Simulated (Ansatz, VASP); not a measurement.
**Bi in VASP and in Ansatz**

The input INCAR:

```
ALGO = Fast
EDIFF = 1E-6
ENCUT = 520
GGA = PS
ISIF = 2
ISMEAR = 0
LASPH = T
LCHARG = F
LREAL = F
LWAVE = F
NBANDS = 22
NELM = 60
PREC = Accurate
SIGMA = 0.15
```

The input KPOINTS:

```
k-points
0
Gamma
  12 12 12
```

File POSCAR:

```
Bi
1.0
    2.2729996784      1.3123169762      3.8353800000
   -2.2729996784      1.3123169762      3.8353800000
    0.0000000000     -2.6246339523      3.8353800000
Bi
2
Direct
    0.2338900000      0.2338900000      0.2338900000
    0.7661100000      0.7661100000      0.7661100000
```

Input for Ansatz:

```yaml
crystal:
  lattice:
    - [2.2729996784, 1.3123169762, 3.83538]
    - [-2.2729996784, 1.3123169762, 3.83538]
    - [0.0, -2.6246339523, 3.83538]
  atoms:
    - { symbol: Bi, position: [0.23389, 0.23389, 0.23389] }
    - { symbol: Bi, position: [0.76611, 0.76611, 0.76611] }
basis:
  ecutwfc: 420
kpoints:
  mp_grid: { grid: [12, 12, 12] }
hamiltonian:
  xc: pbesol
scf:
  occupations: { method: gaussian, width: 0.15 }
output:
  forces: true
  stress: true
  eigenvalues: true
```

Change from the starting cell: strain +0.000 along x and y, -0.030 along z, atoms carried along.

Alike in both runs: task single point; functional PBEsol; k mesh 12 × 12 × 12; occupations gaussian, width 0.15 eV; no spin polarisation.

```csv
,VASP,Ansatz
version,VASP 6.6.1,Ansatz 0.2.0
potentials or method,"VASP PAW PBE potentials, release 64 (Bi_d), cutoff 520 eV","scalar-relativistic, plane waves, PAW"
valence electrons in the cell,30,30
```

|  | VASP | Ansatz | Ansatz less VASP |
| --- | --- | --- | --- |
| gap on the k mesh at the Fermi level (eV) | none | none | - |
| pressure (GPa) | 0.7 | 0.7 | +0.05 |
| traceless stress, the component that is largest in VASP (GPa) | 0.50 | 0.50 | +0.002 |
| rms of the force components (eV/Å) | 0.177 | 0.173 | -0.0039 |

VASP's potentials were made for PBE, not for PBEsol. Atom by atom the forces differ by 0.004 eV/Å (rms over components). A gap of «none» marks a metal or a gap that the smearing closes.

Neither program's run includes spin-orbit coupling.
